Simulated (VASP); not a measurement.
Input of a VASP 6.6.1 run:

File INCAR:

```
PREC = Accurate ; ENCUT = 520
EDIFF = 1E-6 ; ISMEAR = 0
SIGMA = 0.1 ; LREAL = False
LASPH = True ; NELM = 80
ALGO = Normal ; ISIF = 2
LWAVE = False ; LCHARG = False
GGA = PE ; NBANDS = 20
```

KPOINTS

```
regular mesh
0
Gamma
  12 12 14
```

The input POSCAR:

```
AlCl2F
1.0
    5.2262210945      0.0000000000      0.0000000000
   -2.6131105472      4.5260402336      0.0000000000
    0.0000000000      0.0000000000      3.4816758620
Al Cl F
1 2 1
Direct
    0.0000000000      0.0000000000      0.0000000000
    0.3333333333      0.6666666667      0.5000000000
    0.6666666667      0.3333333333      0.5000000000
    0.0000000000      0.0000000000      0.5000000000
```

Potentials or basis: VASP PAW PBE potentials, release 64 (Al, Cl, F).

Launch:

```bash
$ cat potpaw_PBE.64/Al/POTCAR potpaw_PBE.64/Cl/POTCAR potpaw_PBE.64/F/POTCAR > POTCAR
$ mpirun -np 1 vasp_std > vasp.out
```

Problem. Estimate the pressure.

Solution. 0.0 GPa.

Problem. Predict the band gap on the k mesh.

Solution. Zero (band 12 reaches 2.53 eV, above the bottom of band 13 at 1.86 eV).

Stress tensor (GPa, compression positive):
```
-0.13  0.00  0.00
 0.00 -0.13  0.00
 0.00  0.00  0.14
```
